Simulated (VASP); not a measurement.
A run of VASP 6.6.1 is set up as follows.

Contents of POSCAR:

```
InGa3As4
1.0
    3.9969480754      0.0000000000      0.0000000000
    0.0000000000      8.0080459040      0.0000000000
    0.0000000000      0.0000000000      5.6614445639
Ga As In
3 4 1
Direct
    0.0000000000      0.7582199642     -0.0001614312
    0.5000000000      0.0000000000      0.4980438961
    0.0000000000      0.2417800358     -0.0001614312
    0.5000000000      0.7627617284      0.2403125225
    0.0000000000      0.0000000000      0.7413020086
    0.5000000000      0.2372382716      0.2403125225
    0.0000000000      0.5000000000      0.7799366619
    0.5000000000      0.5000000000      0.5004152507
```

File INCAR.step1:

```
SYSTEM = InGa3As4
  PREC = Accurate
  ENCUT = 520
  ISMEAR = -1
  SIGMA = 0.02
  LREAL = .False.
  LASPH = .True.
  NELM = 100
  NBANDS = 46
  GGA = PE
  ALGO = Normal
  EDIFF = 1E-4
  LWAVE = .True.
  LCHARG = .False.
```

INCAR.step2

```
SYSTEM = InGa3As4
  PREC = Accurate
  ENCUT = 520
  EDIFF = 1E-6
  ISMEAR = -1
  SIGMA = 0.02
  LREAL = .False.
  LASPH = .True.
  NELM = 100
  ALGO = Normal
  ISIF = 2
  LWAVE = .False.
  LCHARG = .True.
  METAGGA = R2SCAN
  LMIXTAU = .True.
  LELF = .True.
  LVHAR = .True.
  NBANDS = 46
  ISTART = 1
```

KPOINTS

```
Automatic mesh
0
Gamma
  6 4 4
  0 0 0
```

Potentials or basis: VASP PAW PBE potentials, release 64 (Ga_d, As, In_d).

Command:

```sh
$ cat potpaw_PBE.64/Ga_d/POTCAR potpaw_PBE.64/As/POTCAR potpaw_PBE.64/In_d/POTCAR > POTCAR
$ cp INCAR.step1 INCAR
$ mpirun -np 1 vasp_std > vasp.out
$ cp INCAR.step2 INCAR
$ mpirun -np 1 vasp_std > vasp.out
```

(1) Estimate the band gap on the k mesh.

(2) Predict the largest force.

Answers

(1) 1.00 eV.

(2) 0.102 eV/Å.

Caveat: the PAW data sets were made with another functional, which shifts forces and pressure a little; spin-orbit coupling is left out, which moves the levels of the heavy elements.
